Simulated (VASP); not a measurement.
# Ta (C2/c) in VASP: single point with RPBE

Aim: the single point of Ta with RPBE.

Everything below comes from runs of VASP 6.6.1. Logs are shortened: lines on timing, memory, paths and dates and some standing lists are left out, and cuts for length are marked.

## Step 1: The cell of the first run

The typed cell holds 2 atoms: a = 5.211 Å, b = 5.211 Å, c = 2.991 Å, α = 97.81°, β = 97.81°, γ = 147.58°.

## Step 2: Single point, RPBE

INCAR

```
  ALGO = Normal
  EDIFF = 1E-7
  ENCUT = 520
  GGA = RP
  ISIF = 2
  ISMEAR = -1
  KPAR = 4
  LASPH = True
  LCHARG = True
  LREAL = False
  LVHAR = True
  LWAVE = False
  NBANDS = 18
  NELM = 80
  PREC = Accurate
  SIGMA = 0.1
```

KPOINTS

```
k-points
0
Gamma
  21 21 20
```

POSCAR

```
Ta
1.0
   -3.5380720245      3.5379564970      1.4547618579
    3.5379564970     -3.5380720245      1.4547618579
    1.8477654046      1.8477654046     -1.4549734467
Ta
2
Direct
    0.9999356378      0.0000643622      1.0000000000
    0.7500643622      0.2499356378      0.5000000000
```

Potentials or basis: VASP PAW PBE potentials, release 64 (Ta_pv).

Command:

```bash
$ cat potpaw_PBE.64/Ta_pv/POTCAR > POTCAR
$ mpirun -np 4 vasp_std > vasp.out
```

OUTCAR:

```text
EDIFF = 1E-7
   ENCUT = 520
   GGA = RP
   ISIF = 2
   ISMEAR = -1
   LASPH = True
   LREAL = False
   NELM = 80
   PREC = Accurate

 ion  position               nearest neighbor table
   1  1.000  0.000  0.000-   2 2.91   2 2.91   2 2.92   2 2.92   2 3.57   2 3.57   2 3.57   2 3.57

   2  0.750  0.250  0.500-   1 2.91   1 2.91   1 2.92   1 2.92   1 3.57   1 3.57   1 3.57   1 3.57

  Warning from LATTYP: Got some problem with cell dimensions!
  Tried to take original basis but could not verify dimensions!
  LATTYP: Found a base centered monoclinic cell.
 ALAT       =     2.9095237204
 B/A-ratio  =     3.4393998690
 C/A-ratio  =     1.0278456131
 COS(beta)  =    -0.4863345613

  Lattice vectors:

 A1 = (   3.5380720245,  -3.5379564970,  -1.4547618579)
 A2 = (  -3.5379564970,   3.5380720245,  -1.4547618579)
 A3 = (   1.8476498771,   1.8476498771,   1.4545502691)

Analysis of symmetry for initial positions (statically):
=====================================================================
 Subroutine PRICEL returns:
 Original cell was already a primitive cell.

 Routine SETGRP: Setting up the symmetry group for a
 base centered monoclinic supercell.

 Subroutine GETGRP returns: Found  4 space group operations
 (whereof  2 operations were pure point group operations)
 out of a pool of  4 trial point group operations.

The static configuration has the point symmetry C_2 .
 The point group associated with its full space group is C_2h.

Analysis of symmetry for dynamics (positions and initial velocities):
=====================================================================
 Subroutine PRICEL returns:
 Original cell was already a primitive cell.

 Routine SETGRP: Setting up the symmetry group for a
 base centered monoclinic supercell.

 Subroutine GETGRP returns: Found  4 space group operations
 (whereof  2 operations were pure point group operations)
 out of a pool of  4 trial point group operations.

The dynamic configuration has the point symmetry C_2 .
 The point group associated with its full space group is C_2h.

 Subroutine INISYM returns: Found  4 space group operations
 (whereof  2 operations are pure point group operations),
 and found     1 'primitive' translations

----------------------------------------------------------------------------------------

                                     Primitive cell

  volume of cell :      38.0404

  direct lattice vectors                    reciprocal lattice vectors
    -3.538072024  3.537956497  1.454761858     0.064661365  0.205983576  0.343709612
     3.537956497 -3.538072024  1.454761858     0.205983576  0.064661365  0.343709612
     1.847765405  1.847765405 -1.454973447     0.270605582  0.270605582  0.000021490

  length of vectors
     5.210702629  5.210702629  2.990889786     0.405889915  0.405889915  0.382694085

  position of ions in fractional coordinates (direct lattice)
     0.999935638  0.000064362  1.000000000
     0.750064362  0.249935638  0.500000000

  ion indices of the primitive-cell ions
   primitive index   ion index
                 1           1
                 2           2

----------------------------------------------------------------------------------------

 KPOINTS: k-points

Automatic generation of k-mesh.
 Grid dimensions read from file:
 generate k-points for:   21   21   20

 Generating k-lattice:

  Cartesian coordinates                     Fractional coordinates (reciprocal lattice)
     0.003079113  0.009808742  0.016367124     0.047619048 -0.000000000  0.000000000
     0.009808742  0.003079113  0.016367124    -0.000000000  0.047619048  0.000000000
     0.013530279  0.013530279  0.000001074    -0.000000000 -0.000000000  0.050000000

  Length of vectors
     0.019328091  0.019328091  0.019134704

  Shift w.r.t. Gamma in fractional coordinates (k-lattice)
     0.000000000  0.000000000  0.000000000

 Subroutine IBZKPT returns following result:
 ===========================================

 Found   2321 irreducible k-points:

 Following reciprocal coordinates:
            Coordinates               Weight
  0.000000  0.000000  0.000000      1.000000
  0.047619  0.000000 -0.000000      4.000000
  0.095238  0.000000 -0.000000      4.000000
  0.142857  0.000000 -0.000000      4.000000
  0.190476  0.000000 -0.000000      4.000000
  0.238095  0.000000 -0.000000      4.000000
[... 16 lines left out ...]
 -0.428571  0.047619  0.000000      4.000000
 -0.380952  0.047619  0.000000      4.000000
 [... further k-points ...]
   k-points           NKPTS =   2321   k-points in BZ     NKDIM =   2321   number of bands    NBANDS=     18
   number of dos      NEDOS =    301   number of ions     NIONS =      2
   total plane-waves  NPLWV =  38400
   dimension x,y,z NGX =    40 NGY =   40 NGZ =   24
   dimension x,y,z NGXF=    80 NGYF=   80 NGZF=   48
   ions per type =               2
   NGX,Y,Z   is equivalent  to a cutoff of  12.76, 12.76, 13.34 a.u.
   NGXF,Y,Z  is equivalent  to a cutoff of  25.52, 25.52, 26.68 a.u.
 SYSTEM =  unknown system
   PREC   = accura    normal or accurate (medium, high low for compatibility)
   ISTART =      0    job   : 0-new  1-cont  2-samecut
   ICHARG =      2    charge: 1-file 2-atom 10-const
   ISPIN  =      1    spin polarized calculation?
   LNONCOLLINEAR =      F non collinear calculations
   LSORBIT =      F    spin-orbit coupling
   LASPH  =      T    aspherical Exc in radial PAW
   ENCUT  =  520.0 eV  38.22 Ry    6.18 a.u.   9.69  9.69  5.56*2*pi/ulx,y,z
   NELM   =     80;   NELMIN=  2; NELMDL= -5     # of ELM steps
   EDIFF  = 0.1E-06   stopping-criterion for ELM
   LREAL  =      F    real-space projection
   EDIFFG = 0.1E-05   stopping-criterion for IOM
   NSW    =      0    number of steps for IOM
   IBRION =     -1    ionic relax: 0-MD 1-quasi-New 2-CG
   NFREE  =      0    steps in history (QN), initial steepest desc. (CG)
   ISIF   =      2    stress and relaxation
   ISYM   =      2    0-nonsym 1-usesym 2-fastsym
   POTIM  = 0.5000    time-step for ionic-motion
   TEBEG  =    0.0;   TEEND  =   0.0 temperature during run
   PSTRESS=    0.0 pullay stress
   NELECT =      22.0000    total number of electrons
   NUPDOWN=      -1.0000    fix difference up-down
   EMIN   =  10.00;   EMAX   =-10.00  energy-range for DOS
   EFERMI =   0.00;   METHOD = LEGACY
   ISMEAR =    -1;   SIGMA  =   0.10  broadening in eV -4-tet -1-fermi 0-gaus
   EFERMI_NEDOS =   21; number of points for ismear=-14 and -15
   IALGO  =     38    algorithm
   IMIX   =      4    mixing-type and parameters
     AMIX     =   0.40;   BMIX     =  1.00
     AMIX_MAG =   1.60;   BMIX_MAG =  1.00
  volume/ion in A,a.u.               =      19.02       128.35
  Fermi-wavevector in a.u.,A,eV,Ry     =   1.363957  2.577506 25.312005  1.860380
  Thomas-Fermi vector in A             =   2.490315
   LORBIT       =      0    0 simple, 1 ext, 2 COOP (PROOUT), +10 PAW based schemes
   GGA     = RP    functional components
   LHFCALC =     F    Hartree Fock is set to
   AEXX    =    0.0000 exact exchange contribution
   IVDW    =     0    specifies the selected vdW correction
   LEPSILON=     F    determine dielectric tensor
   LRPA    =     F    only Hartree local field effects (RPA)
 non-spin polarized calculation
  energy-cutoff  :      520.00
  volume of cell :       38.04
 maximum number of plane-waves:      1048
   NGX = 19   NGY = 19   NGZ = 11

 number of electron      21.9999997 magnetization

 Free energy of the ion-electron system (eV)
  ---------------------------------------------------
  ext. energy  EPLUGINS =         0.00000000
  ---------------------------------------------------
  free energy    TOTEN  =       -22.42150653 eV

  energy without entropy =      -22.34724817  energy(sigma->0) =      -22.38437735

 E-fermi :   5.3577     XC(G=0): -12.2762

 val. band max:        5.3576800991   @ k =  -0.4286   0.3810   0.1500
 cond. band min:       5.3580694075   @ k =  -0.2857   0.3333   0.1000
 fundamental gap:      0.0003893084
 Fermi energy:         5.3577061678

 k-point     1 :       0.0000    0.0000    0.0000
  band No.  band energies     occupation
      1     -29.1782      2.00000
      2     -28.2974      2.00000
      3     -28.1756      2.00000
      4     -28.1719      2.00000
      5     -28.1663      2.00000
      6     -28.1327      2.00000
[... 10 lines left out ...]
     17       9.3468      0.00000
     18      11.1617      0.00000

 k-point     2 :       0.0476    0.0000   -0.0000
  band No.  band energies     occupation
      1     -29.1710      2.00000
      2     -28.3060      2.00000
      3     -28.1932      2.00000
      4     -28.1853      2.00000
      5     -28.1718      2.00000
      6     -28.1392      2.00000
[... 10 lines left out ...]
     17       9.5446      0.00000
     18      11.1701      0.00000

 k-point     3 :       0.0952    0.0000   -0.0000
  band No.  band energies     occupation
      1     -29.1499      2.00000
      2     -28.3349      2.00000
      3     -28.2453      2.00000
      4     -28.2360      2.00000
      5     -28.1753      2.00000
      6     -28.1538      2.00000
[... 10 lines left out ...]
     17       9.9662      0.00000
     18      11.2299      0.00000

 k-point     4 :       0.1429    0.0000   -0.0000
  band No.  band energies     occupation
      1     -29.1168      2.00000
      2     -28.3967      2.00000
      3     -28.3353      2.00000
      4     -28.2885      2.00000
      5     -28.1875      2.00000
      6     -28.1695      2.00000
[... 375 lines left out ...]
      4     -28.4450      2.00000
      5     -28.3982      2.00000
      6     -28.2567      2.00000
[... 10 lines left out ...]
     17      11.4463      0.00000
     18      12.1889      0.00000

 k-point    23 :      -0.4286    0.0476    0.0000
  band No.  band energies     occupation
      1     -29.0015      2.00000
      2     -28.9808      2.00000
      3     -28.7223      2.00000
      4     -28.4360      2.00000
      5     -28.3733      2.00000
      6     -28.2467      2.00000
[... 10 lines left out ...]
     17      10.8713      0.00000
     18      12.0962      0.00000

 k-point    24 :      -0.3810    0.0476    0.0000
  band No.  band energies     occupation
      1     -28.9571      2.00000
      2     -28.8982      2.00000
      3     -28.7042      2.00000
      4     -28.4200      2.00000
      5     -28.3392      2.00000
      6     -28.2328      2.00000
[... 10 lines left out ...]
     17      10.3083      0.00000
     18      12.0008      0.00000

 [... further k-points ...]
[... 5 lines left out ...]
  --------------------------------------------------------------------------------------
  -------------------------------------------------------------------------------------
  Total        0.0006652      0.0006652     -0.0296141     -0.0254895     -0.0005000     -0.0005000
  in kB        0.0280173      0.0280173     -1.2472810     -1.0735633     -0.0210608     -0.0210604
  external PRESSURE =      -0.3970822 kB  Pullay stress =       0.0000000 kB

 VOLUME and BASIS-vectors are now :
 -----------------------------------------------------------------------------
  energy-cutoff  :      520.00
  volume of cell :       38.04
      direct lattice vectors                 reciprocal lattice vectors
    -3.538072024  3.537956497  1.454761858     0.064661365  0.205983576  0.343709612
     3.537956497 -3.538072024  1.454761858     0.205983576  0.064661365  0.343709612
     1.847765405  1.847765405 -1.454973447     0.270605582  0.270605582  0.000021490

 POSITION                                       TOTAL-FORCE (eV/Angst)
 -----------------------------------------------------------------------------------
     -3.53762      3.53750      1.45476        -0.008831      0.008831      0.000000
     -0.84564      2.69329      0.72728         0.008831     -0.008831     -0.000000
 -----------------------------------------------------------------------------------
    total drift:                               -0.000000     -0.000000     -0.000000

  FREE ENERGIE OF THE ION-ELECTRON SYSTEM (eV)
  ---------------------------------------------------
  free  energy   TOTEN  =       -22.4215065300 eV

  energy  without entropy=      -22.3472481741  energy(sigma->0) =      -22.38437735
```

Run time: 15 min. Hardware: 4 MPI ranks of Oxide Virtual Turin-like, shared host; peak memory 1.2 GiB.

What came out:

```yaml
Free_energy: -22.4215 eV
Pressure: 0.0 GPa
Largest_force: 0.012 eV/Å
Band_gap_on_the_k_mesh: zero (bands 11 and 12 overlap by 2.40 eV)
```

Forces in eV/Å, atoms in the order of the input:
```
Ta  -0.009  0.009  0.000
Ta   0.009 -0.009  0.000
```

Levels at points of the mesh, in eV from the Fermi level:
```csv
k point,band 7,band 8,band 9,band 10,band 11,band 12,band 13,band 14,band 15,band 16
"(0.00, 0.00, 0.00)",-7.91,-4.43,-0.35,0.27,0.46,1.43,1.44,1.59,2.03,3.93
"(0.00, 0.00, 0.50)",-3.37,-3.37,-1.68,-1.68,-0.87,-0.87,3.72,3.72,6.21,6.21
```

Caveat: the PAW data sets were made with another functional, which shifts forces and pressure a little; spin-orbit coupling is left out, which moves the levels of the heavy elements.
